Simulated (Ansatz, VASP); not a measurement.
## One calculation of NaF, two programs

Contents of INCAR:

```
SYSTEM = NaF
PREC = Accurate ; ENCUT = 520
EDIFF = 1E-6 ; ISMEAR = -1
SIGMA = 0.05 ; LREAL = .FALSE.
LASPH = .TRUE. ; NELM = 80
ALGO = Normal ; ISIF = 2
LWAVE = .FALSE. ; LCHARG = .FALSE.
GGA = PS ; NBANDS = 14
```

Contents of KPOINTS:

```
regular mesh
0
G
  6 6 6
  0 0 0
```

The input POSCAR:

```
NaF
1.0
    0.0000000000      2.2971680881      2.2971680881
    2.2971680881      0.0000000000      2.2971680881
    2.2971680881      2.2971680881      0.0000000000
Na F
1 1
Direct
    0.0000000000      0.0000000000      0.0000000000
    0.5000000000      0.5000000000      0.5000000000
```

Input for Ansatz:

```yaml
crystal:
  lattice:
    - [0.0, 2.2971680881, 2.2971680881]
    - [2.2971680881, 0.0, 2.2971680881]
    - [2.2971680881, 2.2971680881, 0.0]
  atoms:
    - { symbol: Na, position: [0.0, 0.0, 0.0] }
    - { symbol: F, position: [0.5, 0.5, 0.5] }
kpoints:
  mp_grid: { grid: [6, 6, 6] }
hamiltonian:
  xc: pbesol
scf:
  occupations: { method: fermi_dirac, width: 0.05 }
  n_extra_bands: 4
output:
  forces: true
  stress: true
  eigenvalues: true
```

Alike in both runs: task single point; functional PBEsol; k mesh 6 × 6 × 6; occupations fermi-dirac, width 0.05 eV; no spin polarisation.

|  | VASP | Ansatz |
| --- | --- | --- |
| version | VASP 6.6.1 | Ansatz 0.2.0 |
| potentials or method | VASP PAW PBE potentials, release 64 (Na_pv, F) | plane waves |
| plane-wave cutoff (eV) | 520 | 420 |
| valence electrons in the cell | 14 | 16 |

VASP gave:

* gap on the k mesh at the Fermi level (eV): 6.30
* pressure (GPa): 1.1

Question: Which values does Ansatz return?

Answer: gap on the k mesh at the Fermi level (eV): 6.32; pressure (GPa): 1.2.

VASP's potentials were made for PBE, not for PBEsol. VASP's potentials hold 14 valence electrons a cell and Ansatz's 16, so a difference there can come from the potentials and not from the codes.
